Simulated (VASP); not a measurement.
# Nd3Au (Im-3m) in VASP: notebook

The runs below take Nd3Au through single point, relaxation of cell and atoms, with PBE.

Program: VASP 6.6.1. These are calculated values, not measurements. Logs are shortened: lines on timing, memory, paths and dates and some standing lists are left out, and cuts for length are marked.

## 1. The cell of the first run

Symmetry: Im-3m, No. 229, cubic system. Conventional cell: a = 6.018 Å, b = 6.018 Å, c = 6.018 Å, α = 90.00°, β = 90.00°, γ = 90.00°. Nd (site symmetry 4/mmm) has 4 Nd at 3.01 Å and 2 Au at 3.01 Å within 4.0 Å. Within 4.0 Å of Au (site symmetry m-3m) lie 6 Nd at 3.01 Å.

The cell was generated, and may not be a known phase.

## 2. Single point, PBE

INCAR reads:

```
SYSTEM = Nd3Au
PREC = Accurate
ENCUT = 500
EDIFF = 1E-6
ISMEAR = 0
SIGMA = 0.1
LREAL = .FALSE.
LASPH = .TRUE.
NELM = 200
ALGO = Normal
ISIF = 2
LWAVE = .FALSE.
LCHARG = .FALSE.
GGA = PE
NBANDS = 30
GGA_COMPAT = .FALSE.
LMAXMIX = 6
```

KPOINTS reads:

```
Automatic mesh
0
G
  4 4 4
  0 0 0
```

POSCAR reads:

```
Nd3Au
1.0
   -3.0091389400      3.0091389400      3.0091389400
    3.0091389400     -3.0091389400      3.0091389400
    3.0091389400      3.0091389400     -3.0091389400
Nd Au
3 1
Direct
    0.0000000000      0.5000000000      0.5000000000
    0.5000000000      0.0000000000      0.5000000000
    0.5000000000      0.5000000000      0.0000000000
    0.0000000000      0.0000000000      0.0000000000
```

Potentials or basis: VASP PAW PBE potentials, release 64 (Nd_3, Au), 4f in core.

The run is started by

```
$ cat potpaw_PBE.64/Nd_3/POTCAR potpaw_PBE.64/Au/POTCAR > POTCAR
$ mpirun -np 1 vasp_std > vasp.out
```

OUTCAR:

```text
SYSTEM = Nd3Au
   PREC = Accurate
   ENCUT = 500
   EDIFF = 1E-6
   ISMEAR = 0
   LREAL = .FALSE.
   LASPH = .TRUE.
   NELM = 200
   ISIF = 2
   GGA = PE

 ion  position               nearest neighbor table
   1  0.000  0.500  0.500-   2 3.01   3 3.01   4 3.01   4 3.01   3 3.01   2 3.01
   2  0.500  0.000  0.500-   1 3.01   3 3.01   4 3.01   3 3.01   4 3.01   1 3.01
   3  0.500  0.500  0.000-   1 3.01   2 3.01   4 3.01   2 3.01   1 3.01   4 3.01
   4  0.000  0.000  0.000-   1 3.01   2 3.01   3 3.01   1 3.01   2 3.01   3 3.01

  LATTYP: Found a body centered cubic cell.
 ALAT       =     6.0182778800

  Lattice vectors:

 A1 = (  -3.0091389400,   3.0091389400,   3.0091389400)
 A2 = (   3.0091389400,  -3.0091389400,   3.0091389400)
 A3 = (   3.0091389400,   3.0091389400,  -3.0091389400)

Analysis of symmetry for initial positions (statically):
=====================================================================
 Subroutine PRICEL returns:
 Original cell was already a primitive cell.

 Routine SETGRP: Setting up the symmetry group for a
 body centered cubic supercell.

 Subroutine GETGRP returns: Found 48 space group operations
 (whereof 48 operations were pure point group operations)
 out of a pool of 48 trial point group operations.

The static configuration has the point symmetry O_h .

Analysis of symmetry for dynamics (positions and initial velocities):
=====================================================================
 Subroutine PRICEL returns:
 Original cell was already a primitive cell.

 Routine SETGRP: Setting up the symmetry group for a
 body centered cubic supercell.

 Subroutine GETGRP returns: Found 48 space group operations
 (whereof 48 operations were pure point group operations)
 out of a pool of 48 trial point group operations.

The dynamic configuration has the point symmetry O_h .

 Subroutine INISYM returns: Found 48 space group operations
 (whereof 48 operations are pure point group operations),
 and found     1 'primitive' translations

----------------------------------------------------------------------------------------

                                     Primitive cell

  volume of cell :     108.9900

  direct lattice vectors                    reciprocal lattice vectors
    -3.009138940  3.009138940  3.009138940     0.000000000  0.166160490  0.166160490
     3.009138940 -3.009138940  3.009138940     0.166160490  0.000000000  0.166160490
     3.009138940  3.009138940 -3.009138940     0.166160490  0.166160490  0.000000000

  length of vectors
     5.211981531  5.211981531  5.211981531     0.234986418  0.234986418  0.234986418

  position of ions in fractional coordinates (direct lattice)
     0.000000000  0.500000000  0.500000000
     0.500000000  0.000000000  0.500000000
     0.500000000  0.500000000  0.000000000
     0.000000000  0.000000000  0.000000000

  ion indices of the primitive-cell ions
   primitive index   ion index
                 1           1
                 2           2
                 3           3
                 4           4

----------------------------------------------------------------------------------------

 KPOINTS: Automatic mesh

Automatic generation of k-mesh.
 Grid dimensions read from file:
 generate k-points for:    4    4    4

 Generating k-lattice:

  Cartesian coordinates                     Fractional coordinates (reciprocal lattice)
     0.000000000  0.041540122  0.041540122     0.250000000  0.000000000  0.000000000
     0.041540122  0.000000000  0.041540122     0.000000000  0.250000000  0.000000000
     0.041540122  0.041540122  0.000000000     0.000000000  0.000000000  0.250000000

  Length of vectors
     0.058746605  0.058746605  0.058746605

  Shift w.r.t. Gamma in fractional coordinates (k-lattice)
     0.000000000  0.000000000  0.000000000

 Subroutine IBZKPT returns following result:
 ===========================================

 Found      8 irreducible k-points:

 Following reciprocal coordinates:
            Coordinates               Weight
  0.000000  0.000000  0.000000      1.000000
  0.250000  0.000000  0.000000     12.000000
  0.500000  0.000000  0.000000      6.000000
  0.250000  0.250000  0.000000     24.000000
  0.250000  0.250000  0.250000      2.000000
 -0.250000  0.250000  0.250000      6.000000
  0.500000  0.500000  0.250000     12.000000
  0.500000  0.500000  0.500000      1.000000
   k-points           NKPTS =      8   k-points in BZ     NKDIM =      8   number of bands    NBANDS=     30
   number of dos      NEDOS =    301   number of ions     NIONS =      4
   total plane-waves  NPLWV =  64000
   dimension x,y,z NGX =    40 NGY =   40 NGZ =   40
   dimension x,y,z NGXF=    80 NGYF=   80 NGZF=   80
   ions per type =               3   1
   NGX,Y,Z   is equivalent  to a cutoff of  12.76, 12.76, 12.76 a.u.
   NGXF,Y,Z  is equivalent  to a cutoff of  25.52, 25.52, 25.52 a.u.
 SYSTEM =  Nd3Au
   PREC   = accura    normal or accurate (medium, high low for compatibility)
   ISTART =      0    job   : 0-new  1-cont  2-samecut
   ICHARG =      2    charge: 1-file 2-atom 10-const
   ISPIN  =      1    spin polarized calculation?
   LNONCOLLINEAR =      F non collinear calculations
   LSORBIT =      F    spin-orbit coupling
   LASPH  =      T    aspherical Exc in radial PAW
   ENCUT  =  500.0 eV  36.75 Ry    6.06 a.u.   9.50  9.50  9.50*2*pi/ulx,y,z
   NELM   =    200;   NELMIN=  2; NELMDL= -5     # of ELM steps
   EDIFF  = 0.1E-05   stopping-criterion for ELM
   LREAL  =      F    real-space projection
   EDIFFG = 0.1E-04   stopping-criterion for IOM
   NSW    =      0    number of steps for IOM
   IBRION =     -1    ionic relax: 0-MD 1-quasi-New 2-CG
   NFREE  =      0    steps in history (QN), initial steepest desc. (CG)
   ISIF   =      2    stress and relaxation
   ISYM   =      2    0-nonsym 1-usesym 2-fastsym
   POTIM  = 0.5000    time-step for ionic-motion
   TEBEG  =    0.0;   TEEND  =   0.0 temperature during run
   PSTRESS=    0.0 pullay stress
   NELECT =      44.0000    total number of electrons
   NUPDOWN=      -1.0000    fix difference up-down
   EMIN   =  10.00;   EMAX   =-10.00  energy-range for DOS
   EFERMI =   0.00;   METHOD = LEGACY
   ISMEAR =     0;   SIGMA  =   0.10  broadening in eV -4-tet -1-fermi 0-gaus
   EFERMI_NEDOS =   21; number of points for ismear=-14 and -15
   IALGO  =     38    algorithm
   IMIX   =      4    mixing-type and parameters
     AMIX     =   0.40;   BMIX     =  1.00
     AMIX_MAG =   1.60;   BMIX_MAG =  1.00
  volume/ion in A,a.u.               =      27.25       183.88
  Fermi-wavevector in a.u.,A,eV,Ry     =   1.209939  2.286453 19.918282  1.463952
  Thomas-Fermi vector in A             =   2.345501
   LORBIT       =      0    0 simple, 1 ext, 2 COOP (PROOUT), +10 PAW based schemes
   GGA     = PE    functional components
   LHFCALC =     F    Hartree Fock is set to
   AEXX    =    0.0000 exact exchange contribution
   IVDW    =     0    specifies the selected vdW correction
   LEPSILON=     F    determine dielectric tensor
   LRPA    =     F    only Hartree local field effects (RPA)
 non-spin polarized calculation
 Gauss-broadening in eV      SIGMA  =   0.10
  energy-cutoff  :      500.00
  volume of cell :      108.99
 maximum number of plane-waves:      2779
 NGX is ok and might be reduce to    40
   NGX = 19   NGY = 19   NGZ = 19

 number of electron      43.9999997 magnetization

 Free energy of the ion-electron system (eV)
  ---------------------------------------------------
  ext. energy  EPLUGINS =         0.00000000
  ---------------------------------------------------
  free energy    TOTEN  =       -16.41248031 eV

  energy without entropy =      -16.36595344  energy(sigma->0) =      -16.38921688

 E-fermi :   4.8678     XC(G=0): -10.5678

 val. band max:        4.8173542640   @ k =   0.5000   0.5000   0.2500
 cond. band min:       4.8939018693   @ k =   0.2500   0.0000   0.0000
 fundamental gap:      0.0765476052
 Fermi energy:         4.8677578789

 k-point     1 :       0.0000    0.0000    0.0000
  band No.  band energies     occupation
      1     -33.2882      2.00000
      2     -32.7413      2.00000
      3     -32.7413      2.00000
      4     -15.5026      2.00000
      5     -15.5026      2.00000
      6     -15.5026      2.00000
[... 22 lines left out ...]
     29       9.3377      0.00000
     30       9.3377      0.00000

 k-point     2 :       0.2500    0.0000    0.0000
  band No.  band energies     occupation
      1     -33.2192      2.00000
      2     -32.8138      2.00000
      3     -32.7450      2.00000
      4     -15.5145      2.00000
      5     -15.1955      2.00000
      6     -15.1785      2.00000
[... 22 lines left out ...]
     29       8.7315      0.00000
     30       9.3150      0.00000

 k-point     3 :       0.5000    0.0000    0.0000
  band No.  band energies     occupation
      1     -33.1045      2.00000
      2     -32.9321      2.00000
      3     -32.7488      2.00000
      4     -15.5263      2.00000
      5     -14.4931      2.00000
      6     -14.3958      2.00000
[... 22 lines left out ...]
     29       7.5475      0.00000
     30       7.5573      0.00000

 k-point     4 :       0.2500    0.2500    0.0000
  band No.  band energies     occupation
      1     -33.1069      2.00000
      2     -32.9271      2.00000
      3     -32.7514      2.00000
      4     -15.2169      2.00000
      5     -15.2032      2.00000
      6     -14.4545      2.00000
[... 22 lines left out ...]
     29       7.7399      0.00000
     30       8.2201      0.00000

 k-point     5 :       0.2500    0.2500    0.2500
  band No.  band energies     occupation
      1     -32.9311      2.00000
      2     -32.9311      2.00000
      3     -32.9311      2.00000
      4     -14.3862      2.00000
      5     -14.3862      2.00000
      6     -14.3862      2.00000
[... 22 lines left out ...]
     29       7.1179      0.00000
     30       7.1179      0.00000

 k-point     6 :      -0.2500    0.2500    0.2500
  band No.  band energies     occupation
      1     -33.1788      2.00000
      2     -32.9231      2.00000
      3     -32.6758      2.00000
      4     -15.5398      2.00000
      5     -15.5398      2.00000
      6     -14.5146      2.00000
[... 22 lines left out ...]
     29       8.8025      0.00000
     30       9.1118      0.00000

 k-point     7 :       0.5000    0.5000    0.2500
  band No.  band energies     occupation
      1     -33.1003      2.00000
      2     -33.0331      2.00000
      3     -32.6437      2.00000
      4     -15.5644      2.00000
      5     -15.2705      2.00000
      6     -15.2555      2.00000
[... 22 lines left out ...]
     29       8.3263      0.00000
     30       9.0067      0.00000

 k-point     8 :       0.5000    0.5000    0.5000
  band No.  band energies     occupation
      1     -33.0961      2.00000
      2     -33.0961      2.00000
      3     -32.5766      2.00000
      4     -15.6006      2.00000
      5     -15.6006      2.00000
      6     -15.6006      2.00000
[... 22 lines left out ...]
     29       8.3525      0.00000
     30       8.3525      0.00000

------------------------ aborting loop because EDIFF is reached ----------------------------------------

  FORCE on cell =-STRESS in cart. coord.  units (eV):
  Direction    XX          YY          ZZ          XY          YZ          ZX
  --------------------------------------------------------------------------------------
  -------------------------------------------------------------------------------------
  Total        5.1353394      5.1353394      5.1353394      0.0000000     -0.0000000      0.0000000
  in kB       75.4906247     75.4906247     75.4906247      0.0000000     -0.0000000      0.0000000
  external PRESSURE =      75.4906247 kB  Pullay stress =       0.0000000 kB

 VOLUME and BASIS-vectors are now :
 -----------------------------------------------------------------------------
  energy-cutoff  :      500.00
  volume of cell :      108.99
      direct lattice vectors                 reciprocal lattice vectors
    -3.009138940  3.009138940  3.009138940     0.000000000  0.166160490  0.166160490
     3.009138940 -3.009138940  3.009138940     0.166160490  0.000000000  0.166160490
     3.009138940  3.009138940 -3.009138940     0.166160490  0.166160490  0.000000000

 POSITION                                       TOTAL-FORCE (eV/Angst)
 -----------------------------------------------------------------------------------
      3.00914      0.00000      0.00000        -0.000000     -0.000000      0.000000
      0.00000      3.00914      0.00000        -0.000000      0.000000      0.000000
      0.00000      0.00000      3.00914         0.000000     -0.000000     -0.000000
      0.00000      0.00000      0.00000        -0.000000      0.000000     -0.000000
 -----------------------------------------------------------------------------------
    total drift:                               -0.000000     -0.000000      0.000000

  FREE ENERGIE OF THE ION-ELECTRON SYSTEM (eV)
  ---------------------------------------------------
  free  energy   TOTEN  =       -16.4124803086 eV

  energy  without entropy=      -16.3659534433  energy(sigma->0) =      -16.38921688
```

Run time: 26 s. Hardware: 1 thread of Intel Xeon Platinum 8488C (Sapphire Rapids), shared host; peak memory 0.24 GiB.

Results:

- Free energy: -16.4125 eV
- Pressure: 7.5 GPa
- Band gap on the k mesh: zero (bands 22 and 23 overlap by 1.99 eV)

Caveat: the k points lie up to 0.37 Å⁻¹ apart, too coarse for converged energies and pressures of a metal; spin-orbit coupling is left out, which moves the levels of the heavy elements; the 4f electrons are frozen in the core, so they carry no moment and show no levels. Spin polarisation is off, so any magnetic state and its effect on volume and gap are missing.

## 3. Single point, PBE

This run uses another cell than the first one, of 31.74 Å³/atom.

INCAR reads:

```
PREC = Accurate
ENCUT = 500
EDIFF = 1E-6
ISMEAR = 0
SIGMA = 0.1
LREAL = F
LASPH = T
NELM = 200
ALGO = Normal
ISIF = 2
LWAVE = F
LCHARG = F
GGA = PE
NBANDS = 30
GGA_COMPAT = F
LMAXMIX = 6
```

KPOINTS reads:

```
Automatic mesh
0
Gamma
  4 4 4
```

POSCAR reads:

```
Nd3Au
1.0
   -3.1662838974      3.1662838974      3.1662838974
    3.1662838974     -3.1662838974      3.1662838974
    3.1662838974      3.1662838974     -3.1662838974
Nd Au
3 1
Direct
    0.0000000000      0.5000000000      0.5000000000
    0.5000000000      0.0000000000      0.5000000000
    0.5000000000      0.5000000000      0.0000000000
    0.0000000000      0.0000000000      0.0000000000
```

Potentials or basis: VASP PAW PBE potentials, release 64 (Nd_3, Au), 4f in core.

The run is started by

```
$ cat potpaw_PBE.64/Nd_3/POTCAR potpaw_PBE.64/Au/POTCAR > POTCAR
$ mpirun -np 1 vasp_std > vasp.out
```

Run time: 28 s. Hardware: 1 thread of Intel Xeon Platinum 8488C (Sapphire Rapids), shared host; peak memory 0.25 GiB.

The run converged. Its results:

```
Free energy            : -16.8140 eV
Pressure               : 0.2 GPa
Band gap on the k mesh : zero (bands 22 and 23 overlap by 1.82 eV)
```

Levels at points of the mesh, in eV from the Fermi level:
```csv
k point,band 18,band 19,band 20,band 21,band 22,band 23,band 24,band 25,band 26,band 27
"(0.00, 0.00, 0.00)",-4.27,-0.97,-0.95,-0.95,-0.95,-0.69,-0.69,3.37,3.37,3.37
"(0.50, 0.00, 0.00)",-3.24,-1.87,-1.30,-0.44,0.20,0.41,1.16,1.30,1.65,2.00
"(0.50, 0.50, 0.50)",-3.98,-0.96,-0.96,-0.58,-0.03,-0.03,-0.03,0.87,0.87,0.87
```

Caveat: spin-orbit coupling is left out, which moves the levels of the heavy elements; the 4f electrons are frozen in the core, so they carry no moment and show no levels.

[end of part 1 of 2]

The gap in the log of VASP goes by the Fermi energy; the results here count the filled bands.